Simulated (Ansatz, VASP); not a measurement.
## PbS: VASP beside Ansatz

File INCAR:

```
SYSTEM = PbS
PREC = Accurate ; ENCUT = 500
EDIFF = 1E-6 ; ISMEAR = 0
SIGMA = 0.1 ; LREAL = .False.
LASPH = .True. ; NELM = 120
ALGO = Normal ; ISIF = 2
LWAVE = .False. ; LCHARG = .True.
GGA = PE ; LELF = .True.
LVHAR = .True. ; NBANDS = 17
GGA_COMPAT = .False.
```

Contents of KPOINTS:

```
Automatic mesh
0
Gamma
  4 4 4
  0 0 0
```

File POSCAR:

```
PbS
1.0
    3.6536590000      0.0000000000      0.0000000000
    0.0000000000      3.6536590000      0.0000000000
    0.0000000000      0.0000000000      3.6536590000
Pb S
1 1
Direct
    0.0000000000      0.0000000000      0.0000000000
    0.5000000000      0.5000000000      0.5000000000
```

Input for Ansatz:

```yaml
crystal:
  lattice:
    - [3.653659, 0.0, 0.0]
    - [0.0, 3.653659, 0.0]
    - [0.0, 0.0, 3.653659]
  atoms:
    - { symbol: Pb, position: [0.0, 0.0, 0.0] }
    - { symbol: S, position: [0.5, 0.5, 0.5] }
basis:
  ecutwfc: 420
kpoints:
  mp_grid: { grid: [4, 4, 4] }
hamiltonian:
  xc: pbe
scf:
  occupations: { method: gaussian, width: 0.1 }
  convergence: { dr2_threshold: "1e-6 eV" }
  max_iter: 76
output:
  forces: true
  stress: true
  eigenvalues: true
```

Alike in both runs: task single point; functional PBE; k mesh 4 × 4 × 4; occupations gaussian, width 0.1 eV; no spin polarisation.

|  | VASP | Ansatz |
| --- | --- | --- |
| version | VASP 6.6.1 | Ansatz 0.2.0 |
| potentials or method | VASP PAW PBE potentials, release 64 (Pb_d, S), cutoff 500 eV | scalar-relativistic, plane waves, PAW |
| valence electrons in the cell | 20 | 20 |

```tsv
	VASP	Ansatz	Ansatz less VASP
gap on the k mesh at the Fermi level (eV)	none	none	-
pressure (GPa)	-0.6	-0.5	+0.07
```

A gap of «none» marks a metal or a gap that the smearing closes. The functional is the same, so the differences come from potentials, cutoffs and numerics. Ansatz's warnings: force scf threshold loose, stress scf threshold loose.

The k mesh is coarse, so the values compare programs but aren't converged. Neither program's run includes spin-orbit coupling.
